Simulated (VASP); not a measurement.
Write the native input for VASP 6.6.1 that does the following.

```
Task                   : single point
Functional             : LDA
Potentials or basis    : VASP PAW LDA potentials, release 64 (Cs_sv, Pd, I)
Cutoff                 : 520 eV
k mesh                 : 3 × 3 × 3
Occupations            : gaussian, width 0.05 eV
Spin                   : collinear spin, zero start
Starting moments       : [0.0, 0.0, 0.0, 0.0, 0.0, 0.0, 0.0, 0.0, 0.0] μB
Dipole correction      : no
Further INCAR settings : ALGO = Normal; EDIFF = 1e-06; NBANDS = 49
```

The structure of Cs2PdI6 lies in POSCAR:

```
Cs2PdI6
1.0
    0.0000000000      5.6659979400      5.6659979400
    5.6659979400      0.0000000000      5.6659979400
    5.6659979400      5.6659979400      0.0000000000
Cs Pd I
2 1 6
Direct
    0.2500000000      0.2500000000      0.2500000000
    0.7500000000      0.7500000000      0.7500000000
    0.0000000000      0.0000000000      0.0000000000
    0.7550000000      0.2450000000      0.2450000000
    0.2450000000      0.7550000000      0.7550000000
    0.2450000000      0.7550000000      0.2450000000
    0.7550000000      0.2450000000      0.7550000000
    0.2450000000      0.2450000000      0.7550000000
    0.7550000000      0.7550000000      0.2450000000
```

These files were run (other wordings do the same):

INCAR

```
PREC     = Accurate       # precision mode
ENCUT    = 520            # plane-wave cutoff, eV
EDIFF    = 1E-6           # SCF threshold, eV
ISMEAR   = 0              # smearing method
SIGMA    = 0.05           # smearing width, eV
LREAL    = F              # projectors in reciprocal space
LASPH    = T              # aspherical terms in the spheres
NELM     = 150            # most SCF steps
ALGO     = Normal         # electronic algorithm
ISIF     = 2              # what is computed and relaxed
LWAVE    = F              # write WAVECAR
LCHARG   = F              # write CHGCAR
ISPIN    = 2              # spin polarisation
MAGMOM   = 0 0 0 0 0 0 0 0 0 # initial moments
LORBIT   = 11             # projections on sites
LMAXMIX  = 4              # l up to which the mixer works
GGA      = CA             # functional
NBANDS   = 49             # bands
```

KPOINTS

```
Automatic mesh
0
Gamma
  3 3 3
```

Potentials or basis: VASP PAW LDA potentials, release 64 (Cs_sv, Pd, I).

The run is started by

```bash
$ cat potpaw_LDA.64/Cs_sv/POTCAR potpaw_LDA.64/Pd/POTCAR potpaw_LDA.64/I/POTCAR > POTCAR
$ mpirun -np 1 vasp_std > vasp.out
```

It gave:

```
Pressure                                              : -2.8 GPa
Largest force                                         : 0.668 eV/Å
Band gap on the k mesh                                : 0.03 eV (least direct gap 0.06 eV)
Net moment                                            : 0.00 μB per cell
Valence electrons inside the program's atomic spheres : Cs 6.54; Pd 9.20; I 4.25
```

Caveat: spin-orbit coupling is left out, which moves the levels of the heavy elements; an odd mesh through Γ misses points on the zone boundary, where band edges can lie.

Wall time 3 min on 1 thread of AMD EPYC 7R13 Processor (Zen 3), on a shared host, peak memory 0.44 GiB.
